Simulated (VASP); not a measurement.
# Al15SiN16 (a cell with a defect) in VASP: a series of runs

Al15SiN16 (a cell with a defect) is run at these levels: PBE, LDA; tasks: single point.

Everything below comes from runs of VASP 6.6.1. Logs are shortened: lines on timing, memory, paths and dates and some standing lists are left out, and cuts for length are marked.

## 1. The cell of the first run

The cell holds a defect, 32 atoms: a = 6.260 Å, b = 6.260 Å, c = 10.035 Å, α = 90.00°, β = 90.00°, γ = 120.00°.

## 2. Single point, PBE

The input, INCAR:

```
  PREC = Accurate
  ENCUT = 520
  EDIFF = 1E-6
  ISMEAR = -1
  SIGMA = 0.01
  LREAL = Auto
  LASPH = T
  NELM = 120
  ALGO = Normal
  ISIF = 2
  LWAVE = F
  LCHARG = F
  GGA = PE
  NELECT = 130.0
  NBANDS = 86
  GGA_COMPAT = F
```

The input, KPOINTS:

```
Automatic mesh
0
Gamma
  1 1 1
```

The input, POSCAR:

```
Al15SiN16
1.0
    6.2595139128      0.0000000578      0.0000000000
   -3.1297570064      5.4208980350      0.0000000000
    0.0000000000      0.0000000000     10.0348065929
Al Si N
15 1 16
Direct
    0.3443848831      0.1529369703      0.2589027886
    0.3337102011      0.1648997331      0.7481420603
    0.1644548804      0.3341122245      1.0108531027
    0.3402391872      0.6931480073      0.2577131044
    0.1797119031      0.8375493624      0.4917878326
    0.3352126529      0.6692503651      0.7499457203
    0.1622676366      0.8339197050      0.9953389793
    0.8044432473      0.1573146490      0.2578875827
    0.6597072494      0.3183826511      0.4916721470
    0.8293311385      0.1639155455      0.7499109777
    0.6640532512      0.3358740799      0.9953354048
    0.8296388531      0.6678402865      0.2437237150
    0.6691081615      0.8292521601      0.4985298824
    0.8342421903      0.6638453063      0.7443956358
    0.6659426563      0.8321256343      0.9986370037
    0.1656030567      0.3325797868      0.5118825220
    0.3140721410      0.1820972373      0.4535788012
    0.1640599501      0.3338621352      0.1991452729
    0.3280889895      0.1698122072      0.9357161209
    0.1660812279      0.3326105146      0.6894491216
    0.3237682972      0.6351697967      0.4557947926
    0.1527062568      0.8294472334      0.1793460946
    0.3298513494      0.6667849224      0.9379479991
    0.1699153519      0.8320914614      0.6858619847
    0.8626438053      0.1755756788      0.4555400103
    0.6676604148      0.3443432044      0.1794367309
    0.8319010030      0.1685880245      0.9379354174
    0.6658182369      0.3286723085      0.6857582935
    0.8346782383      0.6632697282      0.4368327191
    0.6674998289      0.8303734530      0.1855178108
    0.8302684286      0.6677881152      0.9312111478
    0.6687956119      0.8308211678      0.6888611874
```

Potentials or basis: VASP PAW PBE potentials, release 64 (Al, Si, N).

Command:

```
$ cat potpaw_PBE.64/Al/POTCAR potpaw_PBE.64/Si/POTCAR potpaw_PBE.64/N/POTCAR > POTCAR
$ mpirun -np 1 vasp_gam > vasp.out
```

OUTCAR:

```text
PREC = Accurate
   ENCUT = 520
   EDIFF = 1E-6
   ISMEAR = -1
   LREAL = Auto
   LASPH = T
   NELM = 120
   ISIF = 2
   GGA = PE
   NELECT = 130.0

 ion  position               nearest neighbor table
   1  0.344  0.153  0.259-  26 1.93  22 1.94  17 1.98  18 2.05   4 2.87   8 2.87   9 2.89   5 2.90
                            12 3.14  12 3.14   7 3.16  11 3.17   3 3.17  16 3.20
   2  0.334  0.165  0.748-  19 1.88  28 1.91  24 1.91  20 1.91  16 2.99  11 3.06   7 3.06  10 3.11
                             6 3.11   9 3.12   5 3.13  14 3.13  14 3.13   6 3.15  10 3.15   3 3.21
   3  0.164  0.334  0.011-  18 1.89  19 1.93  27 1.95  23 1.95  11 3.13   7 3.13  15 3.13  15 3.13
                             7 3.14  11 3.14   4 3.15   8 3.16   1 3.17   6 3.19  10 3.19   2 3.21
   4  0.340  0.693  0.258-  30 1.92  22 1.93  21 2.01  18 2.03   1 2.87   5 2.87   8 2.91  13 3.01
                            12 3.12  15 3.15  12 3.15   3 3.15   7 3.15  16 3.21   8 3.35
   5  0.180  0.838  0.492-  21 1.92  17 1.92  24 1.95  29 1.95   4 2.87   1 2.90   9 3.01  13 3.09
                            16 3.12   2 3.13   6 3.13  12 3.13  16 3.15  14 3.15  13 3.17   9 3.25
   6  0.335  0.669  0.750-  23 1.89  24 1.89  32 1.91  20 1.92  16 3.01   7 3.07  15 3.07  10 3.09
                            13 3.11   2 3.11  14 3.12   5 3.13  14 3.14   2 3.15  10 3.16   3 3.19
   7  0.162  0.834  0.995-  22 1.85  23 1.90  31 1.91  19 1.92   2 3.06   6 3.07  12 3.08  14 3.08
                            15 3.10  11 3.12   3 3.13   3 3.14  11 3.14   4 3.15  15 3.16   1 3.16
   8  0.804  0.157  0.258-  30 1.92  26 1.93  25 2.01  18 2.04   1 2.87   9 2.87   4 2.91  13 3.00
                            12 3.12  15 3.15  12 3.15  11 3.15   3 3.16  16 3.21   4 3.35
   9  0.660  0.318  0.492-  25 1.92  17 1.93  28 1.95  29 1.95   8 2.87   1 2.89   5 3.01  13 3.09
                             2 3.12  12 3.13  16 3.13  10 3.13  16 3.14  14 3.15  13 3.17   5 3.25
  10  0.829  0.164  0.750-  27 1.89  28 1.89  32 1.91  20 1.92  16 3.00  11 3.07  15 3.08   6 3.09
                             2 3.11  13 3.11  14 3.11   9 3.13  14 3.15   2 3.15   6 3.16   3 3.19
  11  0.664  0.336  0.995-  26 1.85  27 1.91  31 1.91  19 1.92   2 3.06  10 3.07  12 3.07  14 3.08
                            15 3.10   7 3.12   3 3.13   7 3.14   3 3.14   8 3.15  15 3.16   1 3.17
  12  0.830  0.668  0.244-  30 1.85  22 1.87  26 1.87  29 1.94  15 3.03  11 3.07   7 3.08  13 3.10
                             8 3.12   4 3.12   9 3.13   5 3.13   1 3.14   1 3.14   4 3.15   8 3.15
  13  0.669  0.829  0.499-  29 1.90  32 1.91  21 1.93  25 1.93   8 3.00   4 3.01  14 3.05   5 3.09
                             9 3.09  12 3.10   6 3.11  10 3.11  16 3.13  16 3.13   9 3.17   5 3.17
  14  0.834  0.664  0.744-  31 1.88  32 1.89  28 1.91  24 1.91  13 3.05  11 3.08   7 3.08  10 3.11
                             6 3.12   2 3.13   2 3.13  15 3.14   6 3.14  10 3.15   5 3.15   9 3.15
  15  0.666  0.832  0.999-  30 1.88  31 1.91  23 1.92  27 1.92  12 3.03   6 3.07  10 3.08  11 3.10
                             7 3.10   3 3.13   3 3.13  14 3.14   8 3.15   4 3.15   7 3.16  11 3.16
  16  0.166  0.333  0.512-  17 1.72  21 1.73  25 1.74  20 1.78   2 2.99  10 3.00   6 3.01   5 3.12
                             9 3.13  13 3.13  13 3.13   9 3.14   5 3.15   1 3.20   4 3.21   8 3.21
  17  0.314  0.182  0.454-  16 1.72   5 1.92   9 1.93   1 1.98
  18  0.164  0.334  0.199-   3 1.89   4 2.03   8 2.04   1 2.05
  19  0.328  0.170  0.936-   2 1.88   7 1.92  11 1.92   3 1.93
  20  0.166  0.333  0.689-  16 1.78   2 1.91   6 1.92  10 1.92
  21  0.324  0.635  0.456-  16 1.73   5 1.92  13 1.93   4 2.01
  22  0.153  0.829  0.179-   7 1.85  12 1.87   4 1.93   1 1.94
[... 8 lines left out ...]
  31  0.830  0.668  0.931-  14 1.88  15 1.91  11 1.91   7 1.91
  32  0.669  0.831  0.689-  14 1.89  10 1.91   6 1.91  13 1.91

  LATTYP: Found a hexagonal cell.
 ALAT       =     6.2595139128
 C/A-ratio  =     1.6031287306

  Lattice vectors:

 A1 = (   6.2595139128,   0.0000000578,   0.0000000000)
 A2 = (  -3.1297570064,   5.4208980350,   0.0000000000)
 A3 = (   0.0000000000,   0.0000000000,  10.0348065929)

Analysis of symmetry for initial positions (statically):
=====================================================================
 Subroutine PRICEL returns:
 Original cell was already a primitive cell.

 Routine SETGRP: Setting up the symmetry group for a
 hexagonal supercell.

 Subroutine GETGRP returns: Found  1 space group operations
 (whereof  1 operations were pure point group operations)
 out of a pool of 24 trial point group operations.

The static configuration has the point symmetry C_1 .

Analysis of symmetry for dynamics (positions and initial velocities):
=====================================================================
 Subroutine PRICEL returns:
 Original cell was already a primitive cell.

 Routine SETGRP: Setting up the symmetry group for a
 hexagonal supercell.

[... 98 lines left out ...]
 Grid dimensions read from file:
 generate k-points for:    1    1    1

 Generating k-lattice:

  Cartesian coordinates                     Fractional coordinates (reciprocal lattice)
     0.159756813  0.092235641  0.000000000     1.000000000 -0.000000000  0.000000000
    -0.000000002  0.184471279  0.000000000     0.000000000  1.000000000  0.000000000
     0.000000000  0.000000000  0.099653141     0.000000000  0.000000000  1.000000000

  Length of vectors
     0.184471279  0.184471279  0.099653141

  Shift w.r.t. Gamma in fractional coordinates (k-lattice)
     0.000000000  0.000000000  0.000000000

 Subroutine IBZKPT returns following result:
 ===========================================

 Found      1 irreducible k-points:

 Following reciprocal coordinates:
            Coordinates               Weight
  0.000000  0.000000  0.000000      1.000000
   k-points           NKPTS =      1   k-points in BZ     NKDIM =      1   number of bands    NBANDS=     86
   number of dos      NEDOS =    301   number of ions     NIONS =     32
   total plane-waves  NPLWV = 184320
   dimension x,y,z NGX =    48 NGY =   48 NGZ =   80
   dimension x,y,z NGXF=    96 NGYF=   96 NGZF=  160
   ions per type =              15   1  16
   NGX,Y,Z   is equivalent  to a cutoff of  12.75, 12.75, 13.25 a.u.
   NGXF,Y,Z  is equivalent  to a cutoff of  25.50, 25.50, 26.51 a.u.
 SYSTEM =  unknown system
   PREC   = accura    normal or accurate (medium, high low for compatibility)
   ISTART =      0    job   : 0-new  1-cont  2-samecut
   ICHARG =      2    charge: 1-file 2-atom 10-const
   ISPIN  =      1    spin polarized calculation?
   LNONCOLLINEAR =      F non collinear calculations
   LSORBIT =      F    spin-orbit coupling
   LASPH  =      T    aspherical Exc in radial PAW
   ENCUT  =  520.0 eV  38.22 Ry    6.18 a.u.  11.64 11.64 18.66*2*pi/ulx,y,z
   NELM   =    120;   NELMIN=  2; NELMDL= -5     # of ELM steps
   EDIFF  = 0.1E-05   stopping-criterion for ELM
   LREAL  =      T    real-space projection
   EDIFFG = 0.1E-04   stopping-criterion for IOM
   NSW    =      0    number of steps for IOM
   IBRION =     -1    ionic relax: 0-MD 1-quasi-New 2-CG
   NFREE  =      0    steps in history (QN), initial steepest desc. (CG)
   ISIF   =      2    stress and relaxation
   ISYM   =      2    0-nonsym 1-usesym 2-fastsym
   POTIM  = 0.5000    time-step for ionic-motion
   TEBEG  =    0.0;   TEEND  =   0.0 temperature during run
   PSTRESS=    0.0 pullay stress
   NELECT =     130.0000    total number of electrons
   NUPDOWN=      -1.0000    fix difference up-down
   EMIN   =  10.00;   EMAX   =-10.00  energy-range for DOS
   EFERMI =   0.00;   METHOD = LEGACY
   ISMEAR =    -1;   SIGMA  =   0.01  broadening in eV -4-tet -1-fermi 0-gaus
   EFERMI_NEDOS =   21; number of points for ismear=-14 and -15
   IALGO  =     38    algorithm
   IMIX   =      4    mixing-type and parameters
     AMIX     =   0.40;   BMIX     =  1.00
     AMIX_MAG =   1.60;   BMIX_MAG =  1.00
  volume/ion in A,a.u.               =      10.64        71.81
  Fermi-wavevector in a.u.,A,eV,Ry     =   1.187633  2.244301 19.190645  1.410473
  Thomas-Fermi vector in A             =   2.323780
   LORBIT       =      0    0 simple, 1 ext, 2 COOP (PROOUT), +10 PAW based schemes
   GGA     = PE    functional components
   LHFCALC =     F    Hartree Fock is set to
   AEXX    =    0.0000 exact exchange contribution
   IVDW    =     0    specifies the selected vdW correction
   LEPSILON=     F    determine dielectric tensor
   LRPA    =     F    only Hartree local field effects (RPA)
 non-spin polarized calculation
  energy-cutoff  :      520.00
  volume of cell :      340.50
 maximum number of plane-waves:      4582
 NGX is ok and might be reduce to    48
   NGX = 23   NGY = 23   NGZ = 37

 number of electron     130.0000002 magnetization

 Free energy of the ion-electron system (eV)
  ---------------------------------------------------
  ext. energy  EPLUGINS =         0.00000000
  ---------------------------------------------------
  free energy    TOTEN  =      -217.44163456 eV

  energy without entropy =     -217.44163456  energy(sigma->0) =     -217.44163456

 E-fermi :   9.2800     XC(G=0): -10.8657

 val. band max:        9.0336206315   @ k =   0.0000   0.0000   0.0000
 cond. band min:      10.3293538644   @ k =   0.0000   0.0000   0.0000
 fundamental gap:      1.2957332330
 Fermi energy:         9.2799891855

 k-point     1 :       0.0000    0.0000    0.0000
  band No.  band energies     occupation
      1      -9.4562      2.00000
      2      -8.3612      2.00000
      3      -8.0566      2.00000
      4      -7.4021      2.00000
      5      -7.2791      2.00000
      6      -7.2591      2.00000
[... 69 lines left out ...]
     76      11.9829      0.00000
     77      12.0721      0.00000
 [bands above 77 left out]

------------------------ aborting loop because EDIFF is reached ----------------------------------------

  FORCE on cell =-STRESS in cart. coord.  units (eV):
  Direction    XX          YY          ZZ          XY          YZ          ZX
  --------------------------------------------------------------------------------------
  -------------------------------------------------------------------------------------
  Total       24.9327454     22.4987044      1.3027372     -2.1736184     -0.2685205      0.3843753
  in kB      117.3166975    105.8637406      6.1298032    -10.2275834     -1.2634765      1.8086113
  external PRESSURE =      76.4367471 kB  Pullay stress =       0.0000000 kB

 VOLUME and BASIS-vectors are now :
 -----------------------------------------------------------------------------
  energy-cutoff  :      520.00
  volume of cell :      340.50
      direct lattice vectors                 reciprocal lattice vectors
     6.259513913  0.000000058  0.000000000     0.159756813  0.092235641  0.000000000
    -3.129757006  5.420898035  0.000000000    -0.000000002  0.184471279  0.000000000
     0.000000000  0.000000000 10.034806593     0.000000000  0.000000000  0.099653141

 POSITION                                       TOTAL-FORCE (eV/Angst)
 -----------------------------------------------------------------------------------
      1.67703      0.82906      2.59804        -0.688294      0.388742     -0.591437
      1.57277      0.89390      7.50746         0.144164     -0.127752     -0.495144
     -0.01628      1.81119      0.10891        -0.124823      0.050604     -0.637302
     -0.03965      3.75748      2.58610         0.275083     -0.781708     -0.409962
     -1.49642      4.54027      4.93500         0.094853      0.086767      0.252029
      0.00368      3.62794      7.52556         0.092007      0.005837     -0.482732
[... 24 lines left out ...]
      3.10706      3.62001      9.34452         0.150574     -0.098434      0.294906
      1.58607      4.50380      6.91259        -0.153543      0.051475      0.358144
 -----------------------------------------------------------------------------------
    total drift:                               -0.008573      0.001369      0.013934

  FREE ENERGIE OF THE ION-ELECTRON SYSTEM (eV)
  ---------------------------------------------------
  free  energy   TOTEN  =      -217.4416345569 eV

  energy  without entropy=     -217.4416345569  energy(sigma->0) =     -217.44163456
```

Wall time 41 s (1 thread of AMD EPYC 9R45 (Zen 5), shared host); peak memory 0.38 GiB.

What came out:

* Free energy: -217.4416 eV
* Largest force: 1.201 eV/Å

Forces on the atoms (eV/Å):
```
Al  -0.688  0.389 -0.591
Al   0.144 -0.128 -0.495
Al  -0.125  0.051 -0.637
Al   0.275 -0.782 -0.410
Al   0.095  0.087  0.252
Al   0.092  0.006 -0.483
Al  -0.245 -0.106 -0.672
Al   0.808  0.180 -0.436
Al  -0.029 -0.130  0.251
Al   0.068 -0.095 -0.467
Al  -0.008  0.244 -0.656
Al   0.124 -0.086 -0.527
Al  -0.547  0.350 -0.198
Al   0.079 -0.004 -0.474
Al   0.012  0.018 -0.636
Si  -0.074  0.003 -0.388
N    0.310 -0.119  0.106
N   -0.127  0.077  0.530
N    0.243 -0.125  0.640
N   -0.117  0.063  0.168
N   -0.166  0.147 -0.113
N    0.238  0.123  1.171
N    0.185  0.030  0.606
N   -0.163  0.120  0.352
N   -0.155  0.018 -0.078
N    0.017 -0.235  1.173
N    0.026 -0.163  0.606
N   -0.175  0.070  0.350
N    0.305 -0.181 -0.309
N   -0.398  0.225  0.713
N    0.151 -0.098  0.295
N   -0.154  0.051  0.358
```

Caveat: the k points lie up to 1.16 Å⁻¹ apart; the cell carries a net charge on a neutralising background, which shifts energy and pressure; the cell is charged against a uniform background, so pressure and absolute levels hang on convention.

## 3. Single point, PBE

The input, INCAR:

```
SYSTEM = Al15SiN16
ALGO     = Normal         ! electronic algorithm
EDIFF    = 1E-6           ! SCF threshold, eV
ENCUT    = 520            ! plane-wave cutoff, eV
GGA      = PE             ! functional
GGA_COMPAT= .FALSE.      
ISIF     = 2              ! what is computed and relaxed
ISMEAR   = -1             ! smearing method
LASPH    = .TRUE.         ! aspherical terms in the spheres
LCHARG   = .TRUE.         ! write CHGCAR
LELF     = .TRUE.         ! ELF
LREAL    = Auto         
LVHAR    = .TRUE.       
LWAVE    = .FALSE.        ! write WAVECAR
NBANDS   = 86             ! bands
NELECT   = 128.0        
NELM     = 120            ! most SCF steps
PREC     = Accurate       ! precision mode
SIGMA    = 0.01           ! smearing width, eV
```

The input, KPOINTS:

```
k-points
0
G
  1 1 1
  0 0 0
```

The input, POSCAR:

```
Al15SiN16
1.0
    6.2595139128      0.0000000578      0.0000000000
   -3.1297570064      5.4208980350      0.0000000000
    0.0000000000      0.0000000000     10.0348065929
Al Si N
15 1 16
Direct
    0.3326724275      0.1672470299      0.2476081869
    0.3351356297      0.1649412329      0.7498620278
    0.1667353357      0.3332585904      0.9995901706
    0.3326286389      0.6638208263      0.2475814817
    0.1608473993      0.8301198726      0.5018470329
    0.3354842773      0.6690556351      0.7497025702
    0.1670545335      0.8332913390      0.9998698295
    0.8360852218      0.1672128561      0.2475181731
    0.6698634806      0.3391531036      0.5018030947
    0.8311765666      0.1647160869      0.7497441478
    0.6666160667      0.3328488555      0.9998918282
    0.8337081901      0.6661675074      0.2486733229
    0.6695077980      0.8305007971      0.5018794212
    0.8339421506      0.6660280953      0.7522685377
    0.6666832554      0.8332630273      0.9998490528
    0.1669833701      0.3329744640      0.5010312046
    0.3245375798      0.1752663462      0.4429016150
    0.1681405635      0.3316711640      0.1892739967
    0.3316473888      0.1682019630      0.9387686418
    0.1682382111      0.3317164550      0.6792967434
    0.3233666501      0.6508328810      0.4429882361
    0.1696416359      0.8324060356      0.1917918967
    0.3317429540      0.6664735877      0.9385703503
    0.1677947481      0.8314461683      0.6894278953
    0.8492015033      0.1767925385      0.4429869479
    0.6674853748      0.3302463178      0.1918127027
    0.8333999523      0.1681364087      0.9386121389
    0.6683591241      0.3320956865      0.6894157349
    0.8321387326      0.6678404318      0.4391573225
    0.6675096379      0.8322758289      0.1915771463
    0.8323139657      0.6675647001      0.9412783591
    0.6687365128      0.8314411476      0.6892367945
```

Potentials or basis: VASP PAW PBE potentials, release 64 (Al, Si, N).

Command:

```
$ cat potpaw_PBE.64/Al/POTCAR potpaw_PBE.64/Si/POTCAR potpaw_PBE.64/N/POTCAR > POTCAR
$ mpirun -np 1 vasp_gam > vasp.out
```

Wall time 44 s (1 thread of AMD EPYC 9R45 (Zen 5), shared host); peak memory 0.38 GiB.

The run converged. Its results:

```yaml
Free_energy: -237.3915 eV
Largest_force: 0.704 eV/Å
```

Forces in eV/Å, atoms in the order of the input:
```
Al   0.074 -0.047 -0.429
Al   0.168 -0.109 -0.410
Al  -0.110  0.058 -0.357
Al   0.111 -0.127 -0.413
Al  -0.180 -0.029 -0.434
Al   0.093  0.023 -0.391
Al  -0.116  0.055 -0.427
Al   0.160 -0.032 -0.403
Al  -0.069  0.167 -0.428
Al   0.011 -0.102 -0.397
Al  -0.109  0.072 -0.429
Al   0.126 -0.071 -0.346
Al  -0.023  0.018 -0.450
Al   0.100 -0.059 -0.484
Al  -0.110  0.058 -0.435
Si  -0.143  0.083 -0.419
N   -0.151  0.094  0.529
N   -0.177  0.109  0.288
N    0.177 -0.098  0.408
N   -0.135  0.087 -0.198
N    0.221 -0.389  0.544
N   -0.156  0.127  0.433
N    0.178 -0.099  0.440
N   -0.155  0.125  0.493
N    0.448 -0.008  0.538
N   -0.187  0.072  0.432
N    0.180 -0.096  0.439
N   -0.171  0.082  0.492
N    0.184 -0.106  0.283
N   -0.224  0.133  0.459
N    0.184 -0.105  0.536
N   -0.201  0.114  0.535
```

Levels at points of the mesh, in eV from the Fermi level:
```tsv
k point	band 62	band 63	band 64	band 65	band 66	band 67
(0.00, 0.00, 0.00)	-0.36	-0.34	-0.32	3.47	4.13	4.65
```

Caveat: the k points lie up to 1.16 Å⁻¹ apart; the cell carries a net charge on a neutralising background, which shifts energy and pressure; the cell is charged against a uniform background, so pressure and absolute levels hang on convention.

(Part 1 of 3 ends here.)
